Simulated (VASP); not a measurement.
Sc2SbAs:

```
Sc Sb As
1.0
     4.82983    0.00000    0.00000
    -2.41492    4.18276    0.00000
     0.00000    0.00000    5.67212
Sc Sb As
2 1 1
Direct
  0.33333 0.66667 0.50000
  0.66667 0.33333 0.50000
  0.00000 0.00000 0.00000
  0.00000 0.00000 0.50000
```

The cell was generated, and may not be a known phase.

| Quantity | Value |
| --- | --- |
| Program | VASP 6.6.1 |
| Task | relaxation of cell and atoms |
| Functional | PBE |
| Potentials or basis | VASP PAW PBE potentials, release 64 (Sc_sv, Sb, As) |
| Cutoff | 600 eV |
| k mesh | 12 × 12 × 8 |
| Occupations | gaussian, width 0.1 eV |
| Spin | no spin polarisation |

At the start: pressure -0.2 GPa; volume 28.65 Å³/atom.

Q: How do energy, volume and symmetry change on relaxing?

A: Over 5 steps the energy falls by 4.5 meV/atom and the volume is 28.41 Å³/atom (-0.8 %); space group P6/mmm (No. 191, to 0.1 Å) before and after.

Step by step:
| step | energy change (eV) | largest force (eV/Å) | pressure (GPa) | volume (Å³) |
| --- | --- | --- | --- | --- |
| 1 | 0.0000 | 0.0000 | -0.23 | 114.59 |
| 2 | -0.0174 | 0.0000 | -0.09 | 113.89 |
| 3 | -0.0179 | 0.0000 | -0.12 | 113.99 |
| 4 | -0.0179 | 0.0000 | -0.13 | 114.01 |
| 5 | -0.0180 | 0.0000 | 0.02 | 113.65 |

Final structure:
```
Sc Sb As
1.0
     4.85294    0.00000    0.00000
    -2.42647    4.20277    0.00000
     0.00000    0.00000    5.57234
Sc Sb As
2 1 1
Direct
  0.33333 0.66667 0.50000
  0.66667 0.33333 0.50000
  0.00000 0.00000 0.00000
  0.00000 0.00000 0.50000
```
